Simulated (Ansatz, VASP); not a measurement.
One calculation of Ge, two programs

```
CELL_PARAMETERS angstrom
-2.19252 2.19252 4.37299
2.19252 -2.19252 4.37299
2.19252 2.19252 -4.37299
ATOMIC_POSITIONS crystal
Ge 0.37500 0.98638 0.11138
Ge 0.73638 0.12500 0.11138
Ge 0.01362 0.62500 0.88862
Ge 0.87500 0.26362 0.88862
```

Alike in both runs: task single point; functional PBE; k mesh 6 × 6 × 6; occupations gaussian, width 0.1 eV; no spin polarisation.

|  | VASP | Ansatz |
| --- | --- | --- |
| version | VASP 6.6.1 | Ansatz 0.2.0 |
| potentials or method | VASP PAW PBE potentials, release 64 (Ge_d), cutoff 520 eV | scalar-relativistic, plane waves, PAW |
| valence electrons in the cell | 56 | 56 |

Ansatz gave:

| Quantity | Value |
| --- | --- |
| gap on the k mesh at the Fermi level (eV) | none |
| pressure (GPa) | 15.6 |
| traceless stress, the component that is largest in VASP (GPa) | 18.91 |
| rms of the force components (eV/Å) | 0.198 |

Which values does VASP return?

gap on the k mesh at the Fermi level (eV): none; pressure (GPa): 15.4; traceless stress, the component that is largest in VASP (GPa): 18.78; rms of the force components (eV/Å): 0.195.

Atom by atom the forces differ by 0.003 eV/Å (rms over components). A gap of «none» marks a metal or a gap that the smearing closes. With one functional, cell and mesh, what is left measures potentials, basis and numerics.
